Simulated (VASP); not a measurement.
# Ti4B in VASP: single point with r2SCAN

Aim: the single point of Ti4B with r2SCAN.

Everything below comes from runs of VASP 6.6.1. Logs are shortened: lines on timing, memory, paths and dates and some standing lists are left out, and cuts for length are marked.

### 1 The cell of the first run

The cell holds a slab with vacuum, 5 atoms: a = 2.936 Å, b = 2.936 Å, c = 25.954 Å, α = 90.00°, β = 90.00°, γ = 120.00°.

### 2 Single point, r2SCAN

Input file POSCAR:

```
Ti4B
1.0
    2.9357969418      0.0000000000      0.0000000000
   -1.4678984709      2.5424747320      0.0000000000
    0.0000000000      0.0000000000     25.9542893634
Ti B
4 1
Direct
    0.6666666667      0.3333333333      0.3274988531
    0.3333333333      0.6666666666      0.4168134331
    0.6666666667      0.3333333333      0.5098111311
    0.3333333333      0.6666666666      0.5928273767
    0.3333333333      1.1666666666      0.6530022699
```

Input file INCAR.step1:

```
SYSTEM = Ti4B
ALGO = Normal ; DIPOL = 0.5 0.5 0.500
EDIFF = 1E-4 ; ENCUT = 520
GGA = PE ; IDIPOL = 3
ISMEAR = 0 ; LASPH = .TRUE.
LCHARG = .FALSE. ; LDIPOL = .TRUE.
LREAL = .FALSE. ; LWAVE = .TRUE.
NBANDS = 34 ; NELM = 60
PREC = Accurate ; SIGMA = 0.1
```

Input file INCAR.step2:

```
SYSTEM = Ti4B
ALGO = Normal ; DIPOL = 0.5 0.5 0.500
EDIFF = 1E-7 ; ENCUT = 520
IDIPOL = 3 ; ISIF = 2
ISMEAR = 0 ; ISTART = 1
LASPH = .TRUE. ; LCHARG = .FALSE.
LDIPOL = .TRUE. ; LMIXTAU = .TRUE.
LREAL = .FALSE. ; LWAVE = .FALSE.
METAGGA = R2SCAN ; NBANDS = 34
NELM = 60 ; PREC = Accurate
SIGMA = 0.1
```

Input file KPOINTS:

```
k-points
0
G
  12 12 1
  0 0 0
```

Potentials or basis: VASP PAW PBE potentials, release 64 (Ti_sv, B).

The run is started by

```sh
$ cat potpaw_PBE.64/Ti_sv/POTCAR potpaw_PBE.64/B/POTCAR > POTCAR
$ cp INCAR.step1 INCAR
$ mpirun -np 1 vasp_std > vasp.out
$ cp INCAR.step2 INCAR
$ mpirun -np 1 vasp_std > vasp.out
```

OUTCAR:

```text
SYSTEM = Ti4B
   EDIFF = 1E-7
   ENCUT = 520
   ISIF = 2
   ISMEAR = 0
   ISTART = 1
   LASPH = .TRUE.
   LREAL = .FALSE.
   METAGGA = R2SCAN
   NELM = 60
   PREC = Accurate

 ion  position               nearest neighbor table
   1  0.667  0.333  0.327-   2 2.87   2 2.87   2 2.87
   2  0.333  0.667  0.417-   1 2.87   1 2.87   1 2.87
   3  0.667  0.333  0.510-   4 2.74   4 2.74   4 2.74
   4  0.333  0.667  0.593-   5 2.14   5 2.14   3 2.74   3 2.74   3 2.74
   5  0.333  0.167  0.653-   4 2.14   4 2.14

  LATTYP: Found a hexagonal cell.
 ALAT       =     2.9357969418
 C/A-ratio  =     8.8406282444

  Lattice vectors:

 A1 = (   2.9357969418,   0.0000000000,   0.0000000000)
 A2 = (  -1.4678984709,   2.5424747320,   0.0000000000)
 A3 = (   0.0000000000,   0.0000000000,  25.9542893634)

Analysis of symmetry for initial positions (statically):
=====================================================================
 Subroutine PRICEL returns:
 Original cell was already a primitive cell.

 Routine SETGRP: Setting up the symmetry group for a
 hexagonal supercell.

 Subroutine GETGRP returns: Found  2 space group operations
 (whereof  2 operations were pure point group operations)
 out of a pool of 24 trial point group operations.

The static configuration has the point symmetry C_1h.

Analysis of symmetry for dynamics (positions and initial velocities):
=====================================================================
 Subroutine PRICEL returns:
 Original cell was already a primitive cell.

 Routine SETGRP: Setting up the symmetry group for a
 hexagonal supercell.

 Subroutine GETGRP returns: Found  2 space group operations
 (whereof  2 operations were pure point group operations)
 out of a pool of 24 trial point group operations.

The dynamic configuration has the point symmetry C_1h.

 Subroutine INISYM returns: Found  2 space group operations
 (whereof  2 operations are pure point group operations),
 and found     1 'primitive' translations

----------------------------------------------------------------------------------------

                                     Primitive cell

  volume of cell :     193.7277

  direct lattice vectors                    reciprocal lattice vectors
     2.935796942  0.000000000  0.000000000     0.340623013  0.196658788  0.000000000
    -1.467898471  2.542474732  0.000000000     0.000000000  0.393317577  0.000000000
     0.000000000  0.000000000 25.954289363     0.000000000  0.000000000  0.038529277

  length of vectors
     2.935796942  2.935796942 25.954289363     0.393317577  0.393317577  0.038529277

  position of ions in fractional coordinates (direct lattice)
     0.666666667  0.333333333  0.327498853
     0.333333333  0.666666667  0.416813433
     0.666666667  0.333333333  0.509811131
     0.333333333  0.666666667  0.592827377
     0.333333333  0.166666667  0.653002270

  ion indices of the primitive-cell ions
   primitive index   ion index
                 1           1
                 2           2
                 3           3
                 4           4
                 5           5

----------------------------------------------------------------------------------------

 KPOINTS: k-points

Automatic generation of k-mesh.
 Grid dimensions read from file:
 generate k-points for:   12   12    1

 Generating k-lattice:

  Cartesian coordinates                     Fractional coordinates (reciprocal lattice)
     0.028385251  0.016388232  0.000000000     0.083333333  0.000000000  0.000000000
     0.000000000  0.032776465  0.000000000     0.000000000  0.083333333  0.000000000
     0.000000000  0.000000000  0.038529277     0.000000000  0.000000000  1.000000000

  Length of vectors
     0.032776465  0.032776465  0.038529277

  Shift w.r.t. Gamma in fractional coordinates (k-lattice)
     0.000000000  0.000000000  0.000000000

 Subroutine IBZKPT returns following result:
 ===========================================

 Found     43 irreducible k-points:

 Following reciprocal coordinates:
            Coordinates               Weight
  0.000000  0.000000  0.000000      1.000000
  0.083333  0.000000  0.000000      2.000000
  0.000000  0.083333  0.000000      4.000000
  0.166667  0.000000  0.000000      2.000000
  0.000000  0.166667  0.000000      4.000000
  0.250000  0.000000  0.000000      2.000000
[... 16 lines left out ...]
 -0.083333  0.416667  0.000000      4.000000
 -0.416667  0.333333  0.000000      4.000000
 [... further k-points ...]
   k-points           NKPTS =     43   k-points in BZ     NKDIM =     43   number of bands    NBANDS=     34
   number of dos      NEDOS =    301   number of ions     NIONS =      5
   total plane-waves  NPLWV = 112896
   dimension x,y,z NGX =    24 NGY =   24 NGZ =  196
   dimension x,y,z NGXF=    48 NGYF=   48 NGZF=  392
   ions per type =               4   1
   NGX,Y,Z   is equivalent  to a cutoff of  13.59, 13.59, 12.55 a.u.
   NGXF,Y,Z  is equivalent  to a cutoff of  27.18, 27.18, 25.11 a.u.
 SYSTEM =  Ti4B
   PREC   = accura    normal or accurate (medium, high low for compatibility)
   ISTART =      1    job   : 0-new  1-cont  2-samecut
   ICHARG =      0    charge: 1-file 2-atom 10-const
   ISPIN  =      1    spin polarized calculation?
   LNONCOLLINEAR =      F non collinear calculations
   LSORBIT =      F    spin-orbit coupling
   LASPH  =      T    aspherical Exc in radial PAW
   ENCUT  =  520.0 eV  38.22 Ry    6.18 a.u.   5.46  5.46 48.26*2*pi/ulx,y,z
   NELM   =     60;   NELMIN=  2; NELMDL=  0     # of ELM steps
   EDIFF  = 0.1E-06   stopping-criterion for ELM
   LREAL  =      F    real-space projection
   EDIFFG = 0.1E-05   stopping-criterion for IOM
   NSW    =      0    number of steps for IOM
   IBRION =     -1    ionic relax: 0-MD 1-quasi-New 2-CG
   NFREE  =      0    steps in history (QN), initial steepest desc. (CG)
   ISIF   =      2    stress and relaxation
   ISYM   =      2    0-nonsym 1-usesym 2-fastsym
   POTIM  = 0.5000    time-step for ionic-motion
   TEBEG  =    0.0;   TEEND  =   0.0 temperature during run
   PSTRESS=    0.0 pullay stress
   NELECT =      51.0000    total number of electrons
   NUPDOWN=      -1.0000    fix difference up-down
   EMIN   =  10.00;   EMAX   =-10.00  energy-range for DOS
   EFERMI =   0.00;   METHOD = LEGACY
   ISMEAR =     0;   SIGMA  =   0.10  broadening in eV -4-tet -1-fermi 0-gaus
   EFERMI_NEDOS =   21; number of points for ismear=-14 and -15
   IALGO  =     38    algorithm
   IMIX   =      4    mixing-type and parameters
     AMIX     =   0.40;   BMIX     =  1.00
     AMIX_MAG =   1.60;   BMIX_MAG =  1.00
  volume/ion in A,a.u.               =      38.75       261.47
  Fermi-wavevector in a.u.,A,eV,Ry     =   1.049223  1.982743 14.978218  1.100868
  Thomas-Fermi vector in A             =   2.184176
   LORBIT       =      0    0 simple, 1 ext, 2 COOP (PROOUT), +10 PAW based schemes
   METAGGA = R2SCAN    functional components
   LHFCALC =     F    Hartree Fock is set to
   AEXX    =    0.0000 exact exchange contribution
   IVDW    =     0    specifies the selected vdW correction
   LEPSILON=     F    determine dielectric tensor
   LRPA    =     F    only Hartree local field effects (RPA)
 non-spin polarized calculation
 Gauss-broadening in eV      SIGMA  =   0.10
  energy-cutoff  :      520.00
  volume of cell :      193.73
 maximum number of plane-waves:      5301
 NGX is ok and might be reduce to    24
   NGX = 11   NGY = 11   NGZ = 97

 dipolmoment           0.000000      0.000000     -0.009663 electrons x Angstroem

 number of electron      50.9999995 magnetization

 dipolmoment           0.000000      0.000000      0.022111 electrons x Angstroem

 Free energy of the ion-electron system (eV)
  ---------------------------------------------------
  ext. energy  EPLUGINS =         0.00000000
  ---------------------------------------------------
  free energy    TOTEN  =       -55.26218343 eV

  energy without entropy =      -55.23044304  energy(sigma->0) =      -55.24631324

 E-fermi :   0.3436     XC(G=0):  -5.6449

 val. band max:        0.3384274453   @ k =  -0.2500   0.5000   0.0000
 cond. band min:       0.3461264265   @ k =  -0.1667  -0.4167   0.0000
 fundamental gap:      0.0076989812
 Fermi energy:         0.3436481937

 k-point     1 :       0.0000    0.0000    0.0000
  band No.  band energies     occupation
      1     -59.0151      2.00000
      2     -58.8265      2.00000
      3     -58.7101      2.00000
      4     -58.3408      2.00000
      5     -34.4183      2.00000
      6     -34.1915      2.00000
[... 26 lines left out ...]
     33       1.5905      0.00000
     34       2.1399      0.00000

 k-point     2 :       0.0833    0.0000    0.0000
  band No.  band energies     occupation
      1     -59.0096      2.00000
      2     -58.8216      2.00000
      3     -58.7048      2.00000
      4     -58.3362      2.00000
      5     -34.4083      2.00000
      6     -34.1854      2.00000
[... 26 lines left out ...]
     33       1.5733      0.00000
     34       2.1505      0.00000

 k-point     3 :       0.0000    0.0833    0.0000
  band No.  band energies     occupation
      1     -59.0096      2.00000
      2     -58.8216      2.00000
      3     -58.7048      2.00000
      4     -58.3361      2.00000
      5     -34.4083      2.00000
      6     -34.1852      2.00000
[... 26 lines left out ...]
     33       1.6462      0.00000
     34       2.0615      0.00000
[... 704 lines left out ...]
 k-point    23 :      -0.0833    0.4167    0.0000
  band No.  band energies     occupation
      1     -58.9435      2.00000
      2     -58.7614      2.00000
      3     -58.6402      2.00000
      4     -58.2794      2.00000
      5     -34.3524      2.00000
      6     -34.3137      2.00000
[... 26 lines left out ...]
     33       2.7230      0.00000
     34       2.8144      0.00000

 k-point    24 :      -0.4167    0.3333    0.0000
  band No.  band energies     occupation
      1     -58.9435      2.00000
      2     -58.7614      2.00000
      3     -58.6402      2.00000
      4     -58.2798      2.00000
      5     -34.3522      2.00000
      6     -34.3135      2.00000
[... 26 lines left out ...]
     33       2.7331      0.00000
     34       2.8450      0.00000

 [... further k-points ...]

------------------------ aborting loop because EDIFF is reached ----------------------------------------

 vacuum level on the upper side and lower side of the slab       (xc-potential included)         0.268        -0.257

  FORCE on cell =-STRESS in cart. coord.  units (eV):
  Direction    XX          YY          ZZ          XY          YZ          ZX
  --------------------------------------------------------------------------------------
  -------------------------------------------------------------------------------------
  Total       -1.5781502     -1.2618185      0.4724143     -0.2739513     -0.0392736     -0.0680276
  in kB      -13.0517009    -10.4355576      3.9069856     -2.2656466     -0.3248024     -0.5626054
  external PRESSURE =      -6.5267577 kB  Pullay stress =       0.0000000 kB

 VOLUME and BASIS-vectors are now :
 -----------------------------------------------------------------------------
  energy-cutoff  :      520.00
  volume of cell :      193.73
      direct lattice vectors                 reciprocal lattice vectors
     2.935796942  0.000000000  0.000000000     0.340623013  0.196658788  0.000000000
    -1.467898471  2.542474732  0.000000000     0.000000000  0.393317577  0.000000000
     0.000000000  0.000000000 25.954289363     0.000000000  0.000000000  0.038529277

 POSITION                                       TOTAL-FORCE (eV/Angst)
 -----------------------------------------------------------------------------------
      1.46790      0.84749      8.50000         0.005341      0.003083      0.597171
     -0.00000      1.69498     10.81810        -0.011483     -0.006630     -0.504927
      1.46790      0.84749     13.23179         0.010402      0.006005     -1.054683
     -0.00000      1.69498     15.38641         0.035086      0.020257      0.935504
      0.73395      0.42375     16.94821        -0.039345     -0.022716      0.026935
 -----------------------------------------------------------------------------------
    total drift:                               -0.000096     -0.000053      0.001177

  FREE ENERGIE OF THE ION-ELECTRON SYSTEM (eV)
  ---------------------------------------------------
  free  energy   TOTEN  =       -55.2621834345 eV

  energy  without entropy=      -55.2304430411  energy(sigma->0) =      -55.24631324

 vacuum level on the upper side and lower side of the slab         5.494         4.956
```

It took 78 min on 1 thread of Oxide Virtual Turin-like, shared host; peak memory 0.49 GiB.

What came out:

```yaml
Free_energy: -55.2622 eV
Largest_force: 1.055 eV/Å
Band_gap_on_the_k_mesh: zero (an odd number of electrons rules out a gap without spin polarisation)
```

Forces in eV/Å, atoms in the order of the input:
```
Ti   0.005  0.003  0.597
Ti  -0.011 -0.007 -0.505
Ti   0.010  0.006 -1.055
Ti   0.035  0.020  0.936
B   -0.039 -0.023  0.027
```

Caveat: the PAW data sets were made with another functional, which shifts forces and pressure a little.
